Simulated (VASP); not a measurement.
# InAs (F-43m) in VASP: notebook

InAs is run at these levels: PBE; tasks: electric field gradients.

Program: VASP 6.6.1. These are calculated values, not measurements. Logs are shortened: lines on timing, memory, paths and dates and some standing lists are left out, and cuts for length are marked.

## 1. The cell of the first run

Symmetry: F-43m, No. 216, cubic system. The conventional cell has a = 5.926 Å, b = 5.926 Å, c = 5.926 Å, α = 90.00°, β = 90.00°, γ = 90.00°. In (site symmetry -43m) has 4 As at 2.57 Å within 3.4 Å. Within 3.4 Å of As (site symmetry -43m) lie 4 In at 2.57 Å.

## 2. Electric field gradients, PBE (26.01 Å³/atom)

INCAR

```
ALGO = Normal ; EDIFF = 1E-8
ENCUT = 520 ; GGA = PE
ISIF = 2 ; ISMEAR = -1
LASPH = T ; LCHARG = F
LEFG = T ; LREAL = F
LWAVE = F ; NBANDS = 16
NELM = 80 ; PREC = Accurate
SIGMA = 0.08
```

KPOINTS

```
k-points
0
Gamma
  10 10 10
```

POSCAR

```
InAs
1.0
    0.0000000000      2.9627935246      2.9627935246
    2.9627935246      0.0000000000      2.9627935246
    2.9627935246      2.9627935246      0.0000000000
In As
1 1
Direct
    0.0000000000      0.0000000000      0.0000000000
    0.7500000000      0.7500000000      0.7500000000
```

Potentials or basis: VASP PAW PBE potentials, release 64 (In_d, As).

Started as:

```console
$ cat potpaw_PBE.64/In_d/POTCAR potpaw_PBE.64/As/POTCAR > POTCAR
$ mpirun -np 1 vasp_std > vasp.out
```

OUTCAR:

```text
EDIFF = 1E-8
   ENCUT = 520
   GGA = PE
   ISIF = 2
   ISMEAR = -1
   LASPH = T
   LREAL = F
   NELM = 80
   PREC = Accurate

 ion  position               nearest neighbor table
   1  0.000  0.000  0.000-   2 2.57   2 2.57   2 2.57   2 2.57
   2  0.750  0.750  0.750-   1 2.57   1 2.57   1 2.57   1 2.57

  LATTYP: Found a face centered cubic cell.
 ALAT       =     5.9255870492

  Lattice vectors:

 A1 = (   0.0000000000,   2.9627935246,   2.9627935246)
 A2 = (   2.9627935246,   0.0000000000,   2.9627935246)
 A3 = (   2.9627935246,   2.9627935246,   0.0000000000)

Analysis of symmetry for initial positions (statically):
=====================================================================
 Subroutine PRICEL returns:
 Original cell was already a primitive cell.

 Routine SETGRP: Setting up the symmetry group for a
 face centered cubic supercell.

 Subroutine GETGRP returns: Found 24 space group operations
 (whereof 24 operations were pure point group operations)
 out of a pool of 48 trial point group operations.

The static configuration has the point symmetry T_d .

Analysis of symmetry for dynamics (positions and initial velocities):
=====================================================================
 Subroutine PRICEL returns:
 Original cell was already a primitive cell.

 Routine SETGRP: Setting up the symmetry group for a
 face centered cubic supercell.

 Subroutine GETGRP returns: Found 24 space group operations
 (whereof 24 operations were pure point group operations)
 out of a pool of 48 trial point group operations.

The dynamic configuration has the point symmetry T_d .

 Subroutine INISYM returns: Found 24 space group operations
 (whereof 24 operations are pure point group operations),
 and found     1 'primitive' translations

----------------------------------------------------------------------------------------

                                     Primitive cell

  volume of cell :      52.0157

  direct lattice vectors                    reciprocal lattice vectors
     0.000000000  2.962793525  2.962793525    -0.168759651  0.168759651  0.168759651
     2.962793525  0.000000000  2.962793525     0.168759651 -0.168759651  0.168759651
     2.962793525  2.962793525  0.000000000     0.168759651  0.168759651 -0.168759651

  length of vectors
     4.190022785  4.190022785  4.190022785     0.292300289  0.292300289  0.292300289

  position of ions in fractional coordinates (direct lattice)
     0.000000000  0.000000000  0.000000000
     0.750000000  0.750000000  0.750000000

  ion indices of the primitive-cell ions
   primitive index   ion index
                 1           1
                 2           2

----------------------------------------------------------------------------------------

 KPOINTS: k-points

Automatic generation of k-mesh.
 Grid dimensions read from file:
 generate k-points for:   10   10   10

 Generating k-lattice:

  Cartesian coordinates                     Fractional coordinates (reciprocal lattice)
    -0.016875965  0.016875965  0.016875965     0.100000000  0.000000000  0.000000000
     0.016875965 -0.016875965  0.016875965     0.000000000  0.100000000  0.000000000
     0.016875965  0.016875965 -0.016875965     0.000000000  0.000000000  0.100000000

  Length of vectors
     0.029230029  0.029230029  0.029230029

  Shift w.r.t. Gamma in fractional coordinates (k-lattice)
     0.000000000  0.000000000  0.000000000

 Subroutine IBZKPT returns following result:
 ===========================================

 Found     47 irreducible k-points:

 Following reciprocal coordinates:
            Coordinates               Weight
  0.000000  0.000000  0.000000      1.000000
  0.100000  0.000000  0.000000      8.000000
  0.200000  0.000000  0.000000      8.000000
  0.300000  0.000000  0.000000      8.000000
  0.400000  0.000000  0.000000      8.000000
  0.500000  0.000000  0.000000      4.000000
[... 16 lines left out ...]
  0.300000  0.300000  0.000000      6.000000
  0.400000  0.300000  0.000000     24.000000
 [... further k-points ...]
   k-points           NKPTS =     47   k-points in BZ     NKDIM =     47   number of bands    NBANDS=     16
   number of dos      NEDOS =    301   number of ions     NIONS =      2
   total plane-waves  NPLWV =  32768
   dimension x,y,z NGX =    32 NGY =   32 NGZ =   32
   dimension x,y,z NGXF=    64 NGYF=   64 NGZF=   64
   ions per type =               1   1
   NGX,Y,Z   is equivalent  to a cutoff of  12.70, 12.70, 12.70 a.u.
   NGXF,Y,Z  is equivalent  to a cutoff of  25.39, 25.39, 25.39 a.u.
 SYSTEM =  unknown system
   PREC   = accura    normal or accurate (medium, high low for compatibility)
   ISTART =      0    job   : 0-new  1-cont  2-samecut
   ICHARG =      2    charge: 1-file 2-atom 10-const
   ISPIN  =      1    spin polarized calculation?
   LNONCOLLINEAR =      F non collinear calculations
   LSORBIT =      F    spin-orbit coupling
   LASPH  =      T    aspherical Exc in radial PAW
   ENCUT  =  520.0 eV  38.22 Ry    6.18 a.u.   7.79  7.79  7.79*2*pi/ulx,y,z
   NELM   =     80;   NELMIN=  2; NELMDL= -5     # of ELM steps
   EDIFF  = 0.1E-07   stopping-criterion for ELM
   LREAL  =      F    real-space projection
   EDIFFG = 0.1E-06   stopping-criterion for IOM
   NSW    =      0    number of steps for IOM
   IBRION =     -1    ionic relax: 0-MD 1-quasi-New 2-CG
   NFREE  =      0    steps in history (QN), initial steepest desc. (CG)
   ISIF   =      2    stress and relaxation
   ISYM   =      2    0-nonsym 1-usesym 2-fastsym
   POTIM  = 0.5000    time-step for ionic-motion
   TEBEG  =    0.0;   TEEND  =   0.0 temperature during run
   PSTRESS=    0.0 pullay stress
   NELECT =      18.0000    total number of electrons
   NUPDOWN=      -1.0000    fix difference up-down
   EMIN   =  10.00;   EMAX   =-10.00  energy-range for DOS
   EFERMI =   0.00;   METHOD = LEGACY
   ISMEAR =    -1;   SIGMA  =   0.08  broadening in eV -4-tet -1-fermi 0-gaus
   EFERMI_NEDOS =   21; number of points for ismear=-14 and -15
   IALGO  =     38    algorithm
   IMIX   =      4    mixing-type and parameters
     AMIX     =   0.40;   BMIX     =  1.00
     AMIX_MAG =   1.60;   BMIX_MAG =  1.00
  volume/ion in A,a.u.               =      26.01       175.51
  Fermi-wavevector in a.u.,A,eV,Ry     =   1.149355  2.171966 17.973534  1.321017
  Thomas-Fermi vector in A             =   2.286025
   LORBIT       =      0    0 simple, 1 ext, 2 COOP (PROOUT), +10 PAW based schemes
   GGA     = PE    functional components
   LHFCALC =     F    Hartree Fock is set to
   AEXX    =    0.0000 exact exchange contribution
   IVDW    =     0    specifies the selected vdW correction
   LEPSILON=     F    determine dielectric tensor
   LRPA    =     F    only Hartree local field effects (RPA)
 non-spin polarized calculation
  energy-cutoff  :      520.00
  volume of cell :       52.02
 maximum number of plane-waves:      1422
   NGX = 15   NGY = 15   NGZ = 15

 number of electron      18.0000008 magnetization

 Free energy of the ion-electron system (eV)
  ---------------------------------------------------
  ext. energy  EPLUGINS =         0.00000000
  ---------------------------------------------------
  free energy    TOTEN  =        -7.54617825 eV

  energy without entropy =       -7.54556288  energy(sigma->0) =       -7.54587057

 E-fermi :   5.3337     XC(G=0):  -9.3629

 val. band max:        5.2664167334   @ k =   0.0000   0.0000   0.0000
 cond. band min:       6.2390755575   @ k =   0.5000   0.0000   0.0000
 fundamental gap:      0.9726588241
 Fermi energy:         5.3336957040

 k-point     1 :       0.0000    0.0000    0.0000
  band No.  band energies     occupation
      1      -9.3843      2.00000
      2      -9.3843      2.00000
      3      -9.3843      2.00000
      4      -9.2308      2.00000
      5      -9.2308      2.00000
      6      -7.1271      2.00000
[... 8 lines left out ...]
     15      14.9864      0.00000
     16      14.9864      0.00000
[... 419 lines left out ...]
 k-point    24 :       0.4000    0.3000    0.0000
  band No.  band energies     occupation
      1      -9.5690      2.00000
      2      -9.3102      2.00000
      3      -9.3070      2.00000
      4      -9.2653      2.00000
      5      -9.2097      2.00000
      6      -5.4926      2.00000
[... 8 lines left out ...]
     15      16.3999      0.00000
     16      17.6203      0.00000

 [... further k-points ...]

------------------------ aborting loop because EDIFF is reached ----------------------------------------

  FORCE on cell =-STRESS in cart. coord.  units (eV):
  Direction    XX          YY          ZZ          XY          YZ          ZX
  --------------------------------------------------------------------------------------
  -------------------------------------------------------------------------------------
  Total        2.7989127      2.7989127      2.7989127      0.0000000      0.0000000      0.0000000
  in kB       86.2116160     86.2116160     86.2116160      0.0000000      0.0000000      0.0000000
  external PRESSURE =      86.2116160 kB  Pullay stress =       0.0000000 kB

 VOLUME and BASIS-vectors are now :
 -----------------------------------------------------------------------------
  energy-cutoff  :      520.00
  volume of cell :       52.02
      direct lattice vectors                 reciprocal lattice vectors
     0.000000000  2.962793525  2.962793525    -0.168759651  0.168759651  0.168759651
     2.962793525  0.000000000  2.962793525     0.168759651 -0.168759651  0.168759651
     2.962793525  2.962793525  0.000000000     0.168759651  0.168759651 -0.168759651

 POSITION                                       TOTAL-FORCE (eV/Angst)
 -----------------------------------------------------------------------------------
      0.00000      0.00000      0.00000        -0.000000     -0.000000     -0.000000
      4.44419      4.44419      4.44419         0.000000      0.000000      0.000000
 -----------------------------------------------------------------------------------
    total drift:                                0.000000      0.000000      0.000000

  FREE ENERGIE OF THE ION-ELECTRON SYSTEM (eV)
  ---------------------------------------------------
  free  energy   TOTEN  =        -7.5461782535 eV

  energy  without entropy=       -7.5455628801  energy(sigma->0) =       -7.54587057

 Electric field gradients (V/A^2)
---------------------------------------------------------------------
 ion       V_xx      V_yy      V_zz      V_xy      V_xz      V_yz
---------------------------------------------------------------------
   1      -0.000    -0.000    -0.000     0.002     0.002     0.002
   2      -0.000     0.000     0.000    -0.000    -0.000    -0.000
---------------------------------------------------------------------

 Electric field gradients after diagonalization (V/A^2)
 (convention: |V_zz| > |V_xx| > |V_yy|)
----------------------------------------------------------------------
 ion       V_xx      V_yy      V_zz     asymmetry (V_yy - V_xx)/ V_zz
----------------------------------------------------------------------
   1      -0.002    -0.002     0.004       0.000
   2       0.000     0.000    -0.000       0.000
----------------------------------------------------------------------

           NMR quadrupolar parameters

 Cq : quadrupolar parameter    Cq=e*Q*V_zz/h
 eta: asymmetry parameters     (V_yy - V_xx)/ V_zz
 Q  : nuclear electric quadrupole moment in mb (millibarn)
----------------------------------------------------------------------
 ion       Cq(MHz)       eta       Q (mb)
----------------------------------------------------------------------
   1       0.000       0.000       1.000
   2      -0.000       0.000       1.000
----------------------------------------------------------------------
```

Wall time 23 s (1 thread of AMD EPYC 9R45 (Zen 5), shared host); peak memory 0.17 GiB.

Results:

| Item | Value |
| --- | --- |
| Free energy | -7.5462 eV |
| Pressure | 8.6 GPa |
| Largest electric field gradient by atom | zero within the noise of the run |

Caveat: the cell stands under pressure; spin-orbit coupling is left out, which moves the levels of the heavy elements.

## 3. Electric field gradients, PBE (26.82 Å³/atom)

This run uses another cell than the first one, of 26.82 Å³/atom.

INCAR

```
PREC = Accurate ; ENCUT = 520
EDIFF = 1E-8 ; ISMEAR = -1
SIGMA = 0.08 ; LREAL = False
LASPH = True ; NELM = 80
ALGO = Normal ; ISIF = 2
LWAVE = False ; LCHARG = False
GGA = PE ; LEFG = True
NBANDS = 16
```

KPOINTS

```
regular mesh
0
Gamma
  10 10 10
```

POSCAR

```
InAs
1.0
    0.0000000000      2.9934524569      2.9934524569
    2.9934524569      0.0000000000      2.9934524569
    2.9934524569      2.9934524569      0.0000000000
In As
1 1
Direct
    0.0000000000      0.0000000000      0.0000000000
    0.7500000000      0.7500000000      0.7500000000
```

Potentials or basis: VASP PAW PBE potentials, release 64 (In_d, As).

Started as:

```console
$ cat potpaw_PBE.64/In_d/POTCAR potpaw_PBE.64/As/POTCAR > POTCAR
$ mpirun -np 1 vasp_std > vasp.out
```

OUTCAR:

```text
PREC = Accurate
   ENCUT = 520
   EDIFF = 1E-8
   ISMEAR = -1
   LREAL = False
   LASPH = True
   NELM = 80
   ISIF = 2
   GGA = PE

 ion  position               nearest neighbor table
   1  0.000  0.000  0.000-   2 2.59   2 2.59   2 2.59   2 2.59
   2  0.750  0.750  0.750-   1 2.59   1 2.59   1 2.59   1 2.59

  LATTYP: Found a face centered cubic cell.
 ALAT       =     5.9869049138

  Lattice vectors:

 A1 = (   0.0000000000,   2.9934524569,   2.9934524569)
 A2 = (   2.9934524569,   0.0000000000,   2.9934524569)
[... 666 lines left out ...]
  FREE ENERGIE OF THE ION-ELECTRON SYSTEM (eV)
  ---------------------------------------------------
  free  energy   TOTEN  =        -7.6211854053 eV

  energy  without entropy=       -7.6204870967  energy(sigma->0) =       -7.62083625

 Electric field gradients (V/A^2)
---------------------------------------------------------------------
 ion       V_xx      V_yy      V_zz      V_xy      V_xz      V_yz
---------------------------------------------------------------------
   1       0.000     0.000    -0.000     0.001     0.001     0.001
   2      -0.000     0.000     0.000     0.000     0.000     0.000
---------------------------------------------------------------------

 Electric field gradients after diagonalization (V/A^2)
 (convention: |V_zz| > |V_xx| > |V_yy|)
----------------------------------------------------------------------
 ion       V_xx      V_yy      V_zz     asymmetry (V_yy - V_xx)/ V_zz
----------------------------------------------------------------------
   1      -0.001    -0.001     0.002       0.000
   2      -0.000    -0.000     0.000       0.000
----------------------------------------------------------------------

           NMR quadrupolar parameters

 Cq : quadrupolar parameter    Cq=e*Q*V_zz/h
 eta: asymmetry parameters     (V_yy - V_xx)/ V_zz
 Q  : nuclear electric quadrupole moment in mb (millibarn)
----------------------------------------------------------------------
 ion       Cq(MHz)       eta       Q (mb)
----------------------------------------------------------------------
   1       0.000       0.000       1.000
   2       0.000       0.000       1.000
----------------------------------------------------------------------
```

OSZICAR:

```text
N       E                     dE             d eps       ncg     rms          rms(c)
DAV:   1     0.112981450429E+03    0.11298E+03   -0.83760E+03  1504   0.123E+03
DAV:   2    -0.376910833708E+00   -0.11336E+03   -0.10874E+03  1648   0.295E+02
DAV:   3    -0.771706076448E+01   -0.73401E+01   -0.73112E+01  1912   0.750E+01
DAV:   4    -0.789882773210E+01   -0.18177E+00   -0.18172E+00  1872   0.129E+01
DAV:   5    -0.790754820120E+01   -0.87205E-02   -0.87203E-02  2264   0.233E+00    0.480E+00
DAV:   6    -0.764754457668E+01    0.26000E+00   -0.37433E-01  2360   0.106E+01    0.267E+00
DAV:   7    -0.761943018022E+01    0.28114E-01   -0.12455E-01  2080   0.325E+00    0.735E-01
DAV:   8    -0.762038724453E+01   -0.95706E-03   -0.14877E-02  1960   0.140E+00    0.221E-01
DAV:   9    -0.762095952062E+01   -0.57228E-03   -0.10091E-03  1864   0.264E-01    0.128E-01
DAV:  10    -0.762113834507E+01   -0.17882E-03   -0.22957E-04  1912   0.230E-01    0.681E-02
DAV:  11    -0.762118535487E+01   -0.47010E-04   -0.11307E-04  1784   0.134E-01    0.414E-02
DAV:  12    -0.762118510944E+01    0.24543E-06   -0.76544E-06  1904   0.368E-02    0.580E-03
DAV:  13    -0.762118531581E+01   -0.20636E-06   -0.21802E-06  1816   0.771E-03    0.254E-03
DAV:  14    -0.762118523936E+01    0.76446E-07   -0.12397E-07  2096   0.310E-03    0.100E-03
DAV:  15    -0.762118533187E+01   -0.92509E-07   -0.76654E-09  1512   0.104E-03    0.503E-04
DAV:  16    -0.762118539870E+01   -0.66825E-07   -0.22228E-09  1200   0.452E-04    0.199E-04
DAV:  17    -0.762118540534E+01   -0.66450E-08   -0.49851E-10   944   0.188E-04
   1 F= -.76211854E+01 E0= -.76208363E+01  d E =-.698309E-03
```

stdout:

```text
POSCAR found type information on POSCAR InAs
 POSCAR found :  2 types and       2 ions
 scaLAPACK will be used
 LDA part: xc-table for (Slater+PW92), standard interpolation
 POSCAR, INCAR and KPOINTS ok, starting setup
 FFT: planning ... GRIDC
 FFT: planning ... GRID_SOFT
 FFT: planning ... GRID
 WAVECAR not read
 entering main loop
ion   1

ion   2
```

Wall time 22 s (1 thread of AMD EPYC 9R45 (Zen 5), shared host); peak memory 0.17 GiB.

Results:

| Quantity | Value |
| --- | --- |
| Free energy | -7.6212 eV |
| Pressure | 6.1 GPa |
| Band gap on the k mesh | zero (filled and empty bands touch) |
| Largest electric field gradient by atom | zero within the noise of the run |

Caveat: the cell stands under pressure; semilocal functionals underestimate gaps, so a narrow gap can read as zero; spin-orbit coupling is left out, which moves the levels of the heavy elements.
